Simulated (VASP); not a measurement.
A run of VASP 6.6.1 is set up as follows.

Contents of INCAR:

```
  PREC = Accurate
  ENCUT = 520
  EDIFF = 1E-8
  ISMEAR = -1
  SIGMA = 0.08
  LREAL = F
  LASPH = T
  NELM = 60
  ALGO = Normal
  ISIF = 2
  LWAVE = F
  LCHARG = F
  GGA = CA
  LEFG = T
  NBANDS = 18
```

KPOINTS

```
Automatic mesh
0
Gamma
  11 11 11
```

Contents of POSCAR:

```
YHg
1.0
    3.6068360523      0.0000000000      0.0000000000
    0.0000000000      3.6068360523      0.0000000000
    0.0000000000      0.0000000000      3.6068360523
Y Hg
1 1
Direct
    0.5000000000      0.5000000000      0.5000000000
    0.0000000000      0.0000000000      0.0000000000
```

Potentials or basis: VASP PAW LDA potentials, release 64 (Y_sv, Hg).

The run is started by

```bash
$ cat potpaw_LDA.64/Y_sv/POTCAR potpaw_LDA.64/Hg/POTCAR > POTCAR
$ mpirun -np 1 vasp_std > vasp.out
```

**Question.** What does it give for the pressure?

**Answer.** 1.5 GPa.

**Question.** What does it give for the band gap on the k mesh?

**Answer.** Zero (an odd number of electrons rules out a gap without spin polarisation).

Caveat: spin-orbit coupling is left out, which moves the levels of the heavy elements.
